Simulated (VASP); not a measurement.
Wanted: the native input for a VASP 6.6.1 run.

```yaml
Task: single point
Functional: LDA
Potentials_or_basis: VASP PAW LDA potentials, release 64 (Ba_sv, Ag, As)
Cutoff: 520 eV
k_mesh: 8 × 8 × 8
Occupations: fermi-dirac, width 0.1 eV
Spin: no spin polarisation
Dipole_correction: no
Further_INCAR_settings: ALGO = Normal; EDIFF = 1e-06; NBANDS = 29
```

The structure of BaAg2As2 lies in POSCAR:

```
BaAg2As2
1.0
   -2.2140113405      2.2140113405      5.5586319545
    2.2140113405     -2.2140113405      5.5586319545
    2.2140113405      2.2140113405     -5.5586319545
Ba Ag As
1 2 2
Direct
    0.0000000000      0.0000000000      0.0000000000
    0.7500000000      0.2500000000      0.5000000000
    0.2500000000      0.7500000000      0.5000000000
    0.3825805622      0.3825805622      0.0000000000
    0.6174194378      0.6174194378      0.0000000000
```

The input as run:

INCAR

```
  ALGO = Normal
  EDIFF = 1E-6
  ENCUT = 520
  ISIF = 2
  ISMEAR = -1
  LASPH = True
  LCHARG = False
  LREAL = False
  LWAVE = False
  NBANDS = 29
  NELM = 80
  PREC = Accurate
  SIGMA = 0.1
```

KPOINTS

```
k-points
0
Gamma
  8 8 8
```

Potentials or basis: VASP PAW LDA potentials, release 64 (Ba_sv, Ag, As).

Run with:

```sh
$ cat potpaw_LDA.64/Ba_sv/POTCAR potpaw_LDA.64/Ag/POTCAR potpaw_LDA.64/As/POTCAR > POTCAR
$ mpirun -np 1 vasp_std > vasp.out
```

Results of the run:

| Item | Value |
| --- | --- |
| Pressure | 0.6 GPa |
| Largest force | 0.029 eV/Å |
| Band gap on the k mesh | zero (bands 21 and 22 overlap by 1.07 eV) |

Caveat: spin-orbit coupling is left out, which moves the levels of the heavy elements.

Run time: 2.5 min on 1 thread of Intel(R) Xeon(R) 6975P-C (Granite Rapids), on a shared host, peak memory 0.39 GiB.
